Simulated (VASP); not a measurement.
Write the native input for VASP 6.6.1 that does the following.

```
Task                   : single point
Functional             : PBE
Potentials or basis    : VASP PAW PBE potentials, release 64 (Co, O)
Cutoff                 : 520 eV
k mesh                 : 14 × 14 × 14
Occupations            : methfessel-paxton, width 0.15 eV
Spin                   : collinear spin, ferromagnetic start
Starting moments       : [3.2, 0.0] μB
Dipole correction      : no
Further INCAR settings : ALGO = Normal; EDIFF = 1e-06; NBANDS = 18
```

The structure of CoO lies in POSCAR:

```
CoO
1.0
    0.0000000000      2.0675550000      2.1315000000
    2.0675550000      0.0000000000      2.1315000000
    2.0675550000      2.0675550000      0.0000000000
Co O
1 1
Direct
    0.0000000000      0.0000000000      0.0000000000
    0.5000000000      0.5000000000      0.5000000000
```

These files were run (other wordings do the same):

INCAR

```
SYSTEM = CoO
PREC     = Accurate       ! precision mode
ENCUT    = 520            ! plane-wave cutoff, eV
EDIFF    = 1E-6           ! SCF threshold, eV
ISMEAR   = 1              ! smearing method
SIGMA    = 0.15           ! smearing width, eV
LREAL    = .False.        ! projectors in reciprocal space
LASPH    = .True.         ! aspherical terms in the spheres
NELM     = 150            ! most SCF steps
ALGO     = Normal         ! electronic algorithm
ISIF     = 2              ! what is computed and relaxed
LWAVE    = .False.        ! write WAVECAR
LCHARG   = .True.         ! write CHGCAR
ISPIN    = 2              ! spin polarisation
MAGMOM   = 3.2 0          ! initial moments
LORBIT   = 11             ! projections on sites
LMAXMIX  = 4              ! l up to which the mixer works
GGA      = PE             ! functional
LELF     = .True.         ! ELF
LVHAR    = .True.       
NBANDS   = 18             ! bands
```

KPOINTS

```
regular mesh
0
Gamma
  14 14 14
  0 0 0
```

Potentials or basis: VASP PAW PBE potentials, release 64 (Co, O).

The run is started by

```sh
$ cat potpaw_PBE.64/Co/POTCAR potpaw_PBE.64/O/POTCAR > POTCAR
$ mpirun -np 1 vasp_std > vasp.out
```

Results of the run:

| Item | Value |
| --- | --- |
| Pressure | 8.1 GPa |
| Net moment | 2.69 μB per cell |
| Site moments | Co +2.40; O +0.25 μB |
| Valence electrons inside the program's atomic spheres | Co 7.91; O 5.00 |

Caveat: the cell stands under pressure; a cell with one magnetic atom can't hold antiferromagnetic order, which such compounds often take.

Wall time 5.8 min on 1 thread of AMD EPYC 7R13, with other jobs on the host, peak memory 0.22 GiB.
